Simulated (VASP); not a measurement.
# C (P2_1) in VASP: notebook

Runs on C. Level: PBE. Tasks: single point.

All numbers are computed with VASP 6.6.1; they aren't measurements. Logs are shortened: lines on timing, memory, paths and dates and some standing lists are left out, and cuts for length are marked.

## Step 1: The cell of the first run

It takes space group P2_1 (No. 4, monoclinic). The conventional cell has a = 2.518 Å, b = 8.305 Å, c = 2.518 Å, α = 90.00°, β = 120.00°, γ = 90.00°. Within 2.0 Å of C (site symmetry 1) lie 4 C at 1.53 to 1.56 Å. Within 2.0 Å of C (site symmetry 1) lie 4 C at 1.52 to 1.56 Å. Within 2.0 Å of C (site symmetry 1) lie 4 C at 1.53 to 1.58 Å. C (site symmetry 1) has 4 C at 1.52 to 1.58 Å within 2.0 Å.

## Step 2: Single point, PBE (atoms displaced along several vibrational modes)

Contents of INCAR:

```
ALGO = Normal
EDIFF = 1E-6
ENCUT = 520
GGA = PE
ISIF = 2
ISMEAR = 0
LASPH = True
LCHARG = False
LREAL = False
LWAVE = False
NBANDS = 26
NELM = 60
PREC = Accurate
SIGMA = 0.05
```

Contents of KPOINTS:

```
k-points
0
Gamma
  12 12 4
```

Contents of POSCAR:

```
C
1.0
    2.5180642186      0.0000000000      0.0000000000
   -1.2590321093      2.1807075817      0.0000000000
    0.0000000000      0.0000000000      8.3046919353
C
8
Direct
   -0.0358102985     -0.0531937436      0.0929732494
    0.0358102985      0.0531937436      0.5929732494
    0.0358102985      0.0531937436      0.4070267506
   -0.0358102985     -0.0531937436      0.9070267506
    0.3040093612      0.6231079162      0.1555299995
    0.6959906388      0.3768920838      0.6555299995
    0.3626573055      0.7102254172      0.3444700005
    0.6373426945      0.2897745828      0.8444700005
```

Potentials or basis: VASP PAW PBE potentials, release 64 (C).

Launch:

```sh
$ cat potpaw_PBE.64/C/POTCAR > POTCAR
$ mpirun -np 1 vasp_std > vasp.out
```

OUTCAR:

```text
EDIFF = 1E-6
   ENCUT = 520
   GGA = PE
   ISIF = 2
   ISMEAR = 0
   LASPH = True
   LREAL = False
   NELM = 60
   PREC = Accurate

 ion  position               nearest neighbor table
   1  0.964  0.947  0.093-   5 1.53   5 1.54   4 1.54   5 1.56
   2  0.036  0.053  0.593-   6 1.53   6 1.54   3 1.54   6 1.56
   3  0.036  0.053  0.407-   7 1.52   2 1.54   7 1.55   7 1.56
   4  0.964  0.947  0.907-   8 1.52   1 1.54   8 1.55   8 1.56
   5  0.304  0.623  0.156-   1 1.53   1 1.54   1 1.56   7 1.58
   6  0.696  0.377  0.656-   2 1.53   2 1.54   2 1.56   8 1.58
   7  0.363  0.710  0.344-   3 1.52   3 1.55   3 1.56   5 1.58
   8  0.637  0.290  0.844-   4 1.52   4 1.55   4 1.56   6 1.58

  LATTYP: Found a hexagonal cell.
 ALAT       =     2.5180642186
 C/A-ratio  =     3.2980461237

  Lattice vectors:

 A1 = (   2.5180642186,   0.0000000000,   0.0000000000)
 A2 = (  -1.2590321093,   2.1807075817,   0.0000000000)
 A3 = (   0.0000000000,   0.0000000000,   8.3046919353)

Analysis of symmetry for initial positions (statically):
=====================================================================
 Subroutine PRICEL returns:
 Original cell was already a primitive cell.

 Routine SETGRP: Setting up the symmetry group for a
 hexagonal supercell.

 Subroutine GETGRP returns: Found  2 space group operations
 (whereof  1 operations were pure point group operations)
 out of a pool of 24 trial point group operations.

The static configuration has the point symmetry C_1 .
 The point group associated with its full space group is C_2 .

Analysis of symmetry for dynamics (positions and initial velocities):
=====================================================================
 Subroutine PRICEL returns:
 Original cell was already a primitive cell.

 Routine SETGRP: Setting up the symmetry group for a
 hexagonal supercell.

 Subroutine GETGRP returns: Found  2 space group operations
 (whereof  1 operations were pure point group operations)
 out of a pool of 24 trial point group operations.

The dynamic configuration has the point symmetry C_1 .
 The point group associated with its full space group is C_2 .

 Subroutine INISYM returns: Found  2 space group operations
 (whereof  1 operations are pure point group operations),
 and found     1 'primitive' translations

----------------------------------------------------------------------------------------

                                     Primitive cell

  volume of cell :      45.6024

  direct lattice vectors                    reciprocal lattice vectors
     2.518064219  0.000000000  0.000000000     0.397130459  0.229283378  0.000000000
    -1.259032109  2.180707582  0.000000000     0.000000000  0.458566755  0.000000000
     0.000000000  0.000000000  8.304691935     0.000000000  0.000000000  0.120413859

  length of vectors
     2.518064219  2.518064219  8.304691935     0.458566755  0.458566755  0.120413859

  position of ions in fractional coordinates (direct lattice)
     0.964189701  0.946806256  0.092973249
     0.035810299  0.053193744  0.592973249
     0.035810299  0.053193744  0.407026751
     0.964189701  0.946806256  0.907026751
     0.304009361  0.623107916  0.155529999
     0.695990639  0.376892084  0.655529999
     0.362657306  0.710225417  0.344470001
     0.637342694  0.289774583  0.844470001

  ion indices of the primitive-cell ions
   primitive index   ion index
                 1           1
                 2           2
                 3           3
                 4           4
                 5           5
                 6           6
                 7           7
                 8           8

----------------------------------------------------------------------------------------

 KPOINTS: k-points

Automatic generation of k-mesh.
 Grid dimensions read from file:
 generate k-points for:   12   12    4

 Generating k-lattice:

  Cartesian coordinates                     Fractional coordinates (reciprocal lattice)
     0.033094205  0.019106948  0.000000000     0.083333333  0.000000000  0.000000000
     0.000000000  0.038213896  0.000000000     0.000000000  0.083333333  0.000000000
     0.000000000  0.000000000  0.030103465     0.000000000  0.000000000  0.250000000

  Length of vectors
     0.038213896  0.038213896  0.030103465

  Shift w.r.t. Gamma in fractional coordinates (k-lattice)
     0.000000000  0.000000000  0.000000000

 Subroutine IBZKPT returns following result:
 ===========================================

 Found    222 irreducible k-points:

 Following reciprocal coordinates:
            Coordinates               Weight
  0.000000  0.000000  0.000000      1.000000
  0.083333 -0.000000  0.000000      2.000000
  0.000000  0.083333  0.000000      2.000000
 -0.083333  0.083333  0.000000      2.000000
  0.166667 -0.000000  0.000000      2.000000
  0.000000  0.166667  0.000000      2.000000
[... 16 lines left out ...]
  0.166667  0.083333  0.000000      2.000000
 -0.083333  0.250000  0.000000      2.000000
 [... further k-points ...]
   k-points           NKPTS =    222   k-points in BZ     NKDIM =    222   number of bands    NBANDS=     26
   number of dos      NEDOS =    301   number of ions     NIONS =      8
   total plane-waves  NPLWV =  25600
   dimension x,y,z NGX =    20 NGY =   20 NGZ =   64
   dimension x,y,z NGXF=    40 NGYF=   40 NGZF=  128
   ions per type =               8
   NGX,Y,Z   is equivalent  to a cutoff of  13.20, 13.20, 12.81 a.u.
   NGXF,Y,Z  is equivalent  to a cutoff of  26.41, 26.41, 25.62 a.u.
 SYSTEM =  unknown system
   PREC   = accura    normal or accurate (medium, high low for compatibility)
   ISTART =      0    job   : 0-new  1-cont  2-samecut
   ICHARG =      2    charge: 1-file 2-atom 10-const
   ISPIN  =      1    spin polarized calculation?
   LNONCOLLINEAR =      F non collinear calculations
   LSORBIT =      F    spin-orbit coupling
   LASPH  =      T    aspherical Exc in radial PAW
   ENCUT  =  520.0 eV  38.22 Ry    6.18 a.u.   4.68  4.68 15.44*2*pi/ulx,y,z
   NELM   =     60;   NELMIN=  2; NELMDL= -5     # of ELM steps
   EDIFF  = 0.1E-05   stopping-criterion for ELM
   LREAL  =      F    real-space projection
   EDIFFG = 0.1E-04   stopping-criterion for IOM
   NSW    =      0    number of steps for IOM
   IBRION =     -1    ionic relax: 0-MD 1-quasi-New 2-CG
   NFREE  =      0    steps in history (QN), initial steepest desc. (CG)
   ISIF   =      2    stress and relaxation
   ISYM   =      2    0-nonsym 1-usesym 2-fastsym
   POTIM  = 0.5000    time-step for ionic-motion
   TEBEG  =    0.0;   TEEND  =   0.0 temperature during run
   PSTRESS=    0.0 pullay stress
   NELECT =      32.0000    total number of electrons
   NUPDOWN=      -1.0000    fix difference up-down
   EMIN   =  10.00;   EMAX   =-10.00  energy-range for DOS
   EFERMI =   0.00;   METHOD = LEGACY
   ISMEAR =     0;   SIGMA  =   0.05  broadening in eV -4-tet -1-fermi 0-gaus
   EFERMI_NEDOS =   21; number of points for ismear=-14 and -15
   IALGO  =     38    algorithm
   IMIX   =      4    mixing-type and parameters
     AMIX     =   0.40;   BMIX     =  1.00
     AMIX_MAG =   1.60;   BMIX_MAG =  1.00
  volume/ion in A,a.u.               =       5.70        38.47
  Fermi-wavevector in a.u.,A,eV,Ry     =   1.454774  2.749124 28.794932  2.116368
  Thomas-Fermi vector in A             =   2.571886
   LORBIT       =      0    0 simple, 1 ext, 2 COOP (PROOUT), +10 PAW based schemes
   GGA     = PE    functional components
   LHFCALC =     F    Hartree Fock is set to
   AEXX    =    0.0000 exact exchange contribution
   IVDW    =     0    specifies the selected vdW correction
   LEPSILON=     F    determine dielectric tensor
   LRPA    =     F    only Hartree local field effects (RPA)
 non-spin polarized calculation
 Gauss-broadening in eV      SIGMA  =   0.05
  energy-cutoff  :      520.00
  volume of cell :       45.60
 maximum number of plane-waves:      1243
   NGX =  9   NGY =  9   NGZ = 31

 number of electron      31.9999997 magnetization

 Free energy of the ion-electron system (eV)
  ---------------------------------------------------
  ext. energy  EPLUGINS =         0.00000000
  ---------------------------------------------------
  free energy    TOTEN  =       -72.35628367 eV

  energy without entropy =      -72.35628367  energy(sigma->0) =      -72.35628367

 E-fermi :   9.9764     XC(G=0): -13.2308

 val. band max:        9.7666677986   @ k =   0.0000   0.0000   0.0000
 cond. band min:      14.2595921026   @ k =   0.0000   0.4167   0.0000
 fundamental gap:      4.4929243040
 Fermi energy:         9.9764059129

 k-point     1 :       0.0000    0.0000    0.0000
  band No.  band energies     occupation
      1     -11.7645      2.00000
      2     -10.1334      2.00000
      3     -10.0167      2.00000
      4      -6.1294      2.00000
      5      -3.6408      2.00000
      6       2.9550      2.00000
[... 18 lines left out ...]
     25      17.9595      0.00000
     26      18.4468      0.00000

 k-point     2 :       0.0833   -0.0000    0.0000
  band No.  band energies     occupation
      1     -11.5932      2.00000
      2      -9.9647      2.00000
      3      -9.8486      2.00000
      4      -5.9766      2.00000
      5      -3.4824      2.00000
      6       3.0396      2.00000
[... 18 lines left out ...]
     25      18.4415      0.00000
     26      18.8756      0.00000

 k-point     3 :       0.0000    0.0833    0.0000
  band No.  band energies     occupation
      1     -11.5932      2.00000
      2      -9.9647      2.00000
      3      -9.8486      2.00000
      4      -5.9766      2.00000
      5      -3.4822      2.00000
      6       3.0396      2.00000
[... 572 lines left out ...]
 k-point    23 :       0.1667    0.0833    0.0000
  band No.  band energies     occupation
      1     -10.5725      2.00000
      2      -8.9608      2.00000
      3      -8.8494      2.00000
      4      -5.0675      2.00000
      5      -2.5801      2.00000
      6       2.7428      2.00000
[... 18 lines left out ...]
     25      19.7928      0.00000
     26      20.6814      0.00000

 k-point    24 :      -0.0833    0.2500    0.0000
  band No.  band energies     occupation
      1     -10.5724      2.00000
      2      -8.9609      2.00000
      3      -8.8493      2.00000
      4      -5.0676      2.00000
      5      -2.5801      2.00000
      6       2.7468      2.00000
[... 18 lines left out ...]
     25      19.6661      0.00000
     26      20.5868      0.00000

 [... further k-points ...]
[... 5 lines left out ...]
  --------------------------------------------------------------------------------------
  -------------------------------------------------------------------------------------
  Total        0.3751737     -0.0980418      0.3714313     -0.0963344      0.0000000      0.0000000
  in kB       13.1812088     -3.4445610     13.0497224     -3.3845759      0.0000000      0.0000000
  external PRESSURE =       7.5954567 kB  Pullay stress =       0.0000000 kB

 VOLUME and BASIS-vectors are now :
 -----------------------------------------------------------------------------
  energy-cutoff  :      520.00
  volume of cell :       45.60
      direct lattice vectors                 reciprocal lattice vectors
     2.518064219  0.000000000  0.000000000     0.397130459  0.229283378  0.000000000
    -1.259032109  2.180707582  0.000000000     0.000000000  0.458566755  0.000000000
     0.000000000  0.000000000  8.304691935     0.000000000  0.000000000  0.120413859

 POSITION                                       TOTAL-FORCE (eV/Angst)
 -----------------------------------------------------------------------------------
      1.23583      2.06471      0.77211         0.173259      0.748562      0.002239
      0.02320      0.11600      4.92446        -0.173259     -0.748562      0.002239
      0.02320      0.11600      3.38023        -0.141474     -0.825522      0.000491
      1.23583      2.06471      7.53258         0.141474      0.825522      0.000491
     -0.01900      1.35882      1.29163         0.104047      0.678933      0.025996
      1.27803      0.82189      5.44397        -0.104047     -0.678933      0.025996
      0.01900      1.54879      2.86072        -0.146987     -0.575382     -0.028726
      1.24003      0.63191      7.01306         0.146987      0.575382     -0.028726
 -----------------------------------------------------------------------------------
    total drift:                               -0.000000     -0.000000     -0.000060

  FREE ENERGIE OF THE ION-ELECTRON SYSTEM (eV)
  ---------------------------------------------------
  free  energy   TOTEN  =       -72.3562836653 eV

  energy  without entropy=      -72.3562836653  energy(sigma->0) =      -72.35628367
```

Wall time 86 s (1 thread of AMD EPYC 9R45 (Zen 5), shared host); peak memory 0.25 GiB.

Results:

| Item | Value |
| --- | --- |
| Free energy | -72.3563 eV |
| Pressure | 0.8 GPa |
| Largest force | 0.838 eV/Å |
| Band gap on the k mesh | 4.49 eV (least direct gap 5.32 eV) |

Forces on the atoms (eV/Å):
```
C    0.173  0.749  0.002
C   -0.173 -0.749  0.002
C   -0.141 -0.826  0.000
C    0.141  0.826  0.000
C    0.104  0.679  0.026
C   -0.104 -0.679  0.026
C   -0.147 -0.575 -0.029
C    0.147  0.575 -0.029
```

Stress tensor (GPa, compression positive):
```
 1.32 -0.34  0.00
-0.34 -0.34  0.00
 0.00  0.00  1.30
```

Levels at points of the mesh, in eV from the valence-band top:
| k point | band 13 | band 14 | band 15 | band 16 | band 17 | band 18 | band 19 | band 20 |
| --- | --- | --- | --- | --- | --- | --- | --- | --- |
| (0.00, 0.00, 0.00) | -1.47 | -0.09 | -0.06 | 0.00 | 5.32 | 5.34 | 5.43 | 7.09 |
| (0.50, 0.00, 0.00) | -4.82 | -4.54 | -3.51 | -2.98 | 4.69 | 5.37 | 6.04 | 6.16 |
| (0.00, 0.50, 0.00) | -4.83 | -4.43 | -3.54 | -2.94 | 4.60 | 5.16 | 6.00 | 6.21 |
| (0.50, 0.50, 0.00) | -4.80 | -4.61 | -3.50 | -3.01 | 4.74 | 5.54 | 5.93 | 6.17 |
| (0.00, 0.00, 0.50) | -0.65 | -0.65 | -0.61 | -0.61 | 6.06 | 6.06 | 6.07 | 6.07 |
| (0.50, 0.00, 0.50) | -4.63 | -4.63 | -3.62 | -3.62 | 5.01 | 5.01 | 6.74 | 6.74 |
| (0.00, 0.50, 0.50) | -4.55 | -4.55 | -3.63 | -3.63 | 4.92 | 4.92 | 6.49 | 6.49 |
| (0.50, 0.50, 0.50) | -4.68 | -4.68 | -3.62 | -3.62 | 5.07 | 5.07 | 6.93 | 6.93 |

Caveat: the cell differs from its parent crystal (atoms displaced along several vibrational modes). A k mesh can miss the band edges.

## Step 3: Single point, PBE (atoms displaced along several vibrational modes)

Contents of INCAR:

```
PREC = Accurate
ENCUT = 520
EDIFF = 1E-6
ISMEAR = 0
SIGMA = 0.05
LREAL = False
LASPH = True
NELM = 60
ALGO = Normal
ISIF = 2
LWAVE = False
LCHARG = False
GGA = PE
NBANDS = 26
```

Contents of KPOINTS:

```
regular mesh
0
Gamma
  12 12 4
```

Contents of POSCAR:

```
C
1.0
    2.5180642186      0.0000000000      0.0000000000
   -1.2590321093      2.1807075817      0.0000000000
    0.0000000000      0.0000000000      8.3046919353
C
8
Direct
   -0.0329596543     -0.0106387487      0.0929732494
    0.0329596543      0.0106387487      0.5929732494
    0.0329596543      0.0106387487      0.4070267506
   -0.0329596543     -0.0106387487      0.9070267506
    0.3063436676      0.6579549166      0.1555299995
    0.6936563324      0.3420450834      0.6555299995
    0.3603229991      0.6753784168      0.3444700005
    0.6396770009      0.3246215832      0.8444700005
```

Potentials or basis: VASP PAW PBE potentials, release 64 (C).

Launch:

```sh
$ cat potpaw_PBE.64/C/POTCAR > POTCAR
$ mpirun -np 1 vasp_std > vasp.out
```

Wall time 86 s (1 thread of AMD EPYC 9R45 (Zen 5), shared host); peak memory 0.25 GiB.

It converged, with:

| Quantity | Value |
| --- | --- |
| Free energy | -72.5494 eV |
| Pressure | 0.7 GPa |
| Largest force | 0.510 eV/Å |
| Band gap on the k mesh | 4.52 eV (least direct gap 5.31 eV) |

Forces in eV/Å, atoms in the order of the input:
```
C    0.481  0.170 -0.001
C   -0.481 -0.170 -0.001
C   -0.461 -0.144  0.000
C    0.461  0.144  0.000
C    0.364  0.108  0.015
C   -0.364 -0.108  0.015
C   -0.390 -0.143 -0.015
C    0.390  0.143 -0.015
```

Stress tensor (GPa, compression positive):
```
 0.32 -0.21  0.00
-0.21  0.87  0.00
 0.00  0.00  0.85
```

Levels at points of the mesh, in eV from the valence-band top:
| k point | band 12 | band 13 | band 14 | band 15 | band 16 | band 17 | band 18 | band 19 | band 20 | band 21 |
| --- | --- | --- | --- | --- | --- | --- | --- | --- | --- | --- |
| (0.00, 0.00, 0.00) | -1.61 | -1.59 | -0.16 | -0.03 | 0.00 | 5.31 | 5.31 | 5.45 | 7.10 | 7.12 |
| (0.50, 0.00, 0.00) | -5.02 | -4.87 | -4.57 | -3.61 | -2.95 | 4.60 | 5.38 | 5.98 | 6.17 | 6.47 |
| (0.00, 0.50, 0.00) | -5.04 | -4.86 | -4.64 | -3.59 | -2.98 | 4.66 | 5.56 | 5.98 | 6.05 | 6.58 |
| (0.50, 0.50, 0.00) | -5.03 | -4.87 | -4.61 | -3.60 | -2.96 | 4.63 | 5.48 | 6.01 | 6.08 | 6.53 |
| (0.00, 0.00, 0.50) | -2.56 | -0.65 | -0.65 | -0.63 | -0.63 | 6.06 | 6.06 | 6.06 | 6.06 | 6.70 |
| (0.50, 0.00, 0.50) | -5.96 | -4.65 | -4.65 | -3.64 | -3.64 | 4.93 | 4.93 | 6.75 | 6.75 | 7.65 |
| (0.00, 0.50, 0.50) | -5.93 | -4.70 | -4.70 | -3.63 | -3.63 | 4.99 | 4.99 | 6.96 | 6.96 | 7.50 |
| (0.50, 0.50, 0.50) | -5.95 | -4.68 | -4.68 | -3.63 | -3.63 | 4.97 | 4.97 | 6.87 | 6.87 | 7.56 |

Caveat: the cell differs from its parent crystal (atoms displaced along several vibrational modes). A k mesh can miss the band edges.
